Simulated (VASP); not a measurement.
Here is a VASP 6.6.1 calculation.

The input POSCAR:

```
PbS
1.0
    0.0000000000      2.9723361800      2.9723361800
    2.9723361800      0.0000000000      2.9723361800
    2.9723361800      2.9723361800      0.0000000000
Pb S
1 1
Direct
    0.0000000000      0.0000000000      0.0000000000
    0.5000000000      0.5000000000      0.5000000000
```

INCAR.step1

```
SYSTEM = PbS
PREC = Accurate ; ENCUT = 520
ISMEAR = -4 ; SIGMA = 0.1
LREAL = .False. ; LASPH = .True.
NELM = 60 ; ISYM = 0
NBANDS = 17 ; GGA = PE
ALGO = Normal ; EDIFF = 1E-4
LWAVE = .True. ; LCHARG = .False.
```

The input INCAR.step2:

```
SYSTEM = PbS
PREC = Accurate ; ENCUT = 520
EDIFF = 1E-7 ; ISMEAR = -4
SIGMA = 0.1 ; LREAL = .False.
LASPH = .True. ; NELM = 60
ALGO = Normal ; ISIF = 2
LWAVE = .False. ; LCHARG = .True.
METAGGA = R2SCAN ; LMIXTAU = .True.
LELF = .True. ; LVHAR = .True.
ISYM = 0 ; NBANDS = 17
ISTART = 1
```

Contents of KPOINTS:

```
Automatic mesh
0
Gamma
  5 5 5
  0.5 0.5 0.5
```

Potentials or basis: VASP PAW PBE potentials, release 64 (Pb_d, S).

The run is started by

```console
$ cat potpaw_PBE.64/Pb_d/POTCAR potpaw_PBE.64/S/POTCAR > POTCAR
$ cp INCAR.step1 INCAR
$ mpirun -np 1 vasp_std > vasp.out
$ cp INCAR.step2 INCAR
$ mpirun -np 1 vasp_std > vasp.out
```

Estimate the band gap on the k mesh.

0.65 eV, direct.

What does it give for the pressure?

0.9 GPa.

Caveat: the PAW data sets were made with another functional, which shifts forces and pressure a little; spin-orbit coupling is left out, which moves the levels of the heavy elements. A k mesh can miss the band edges.
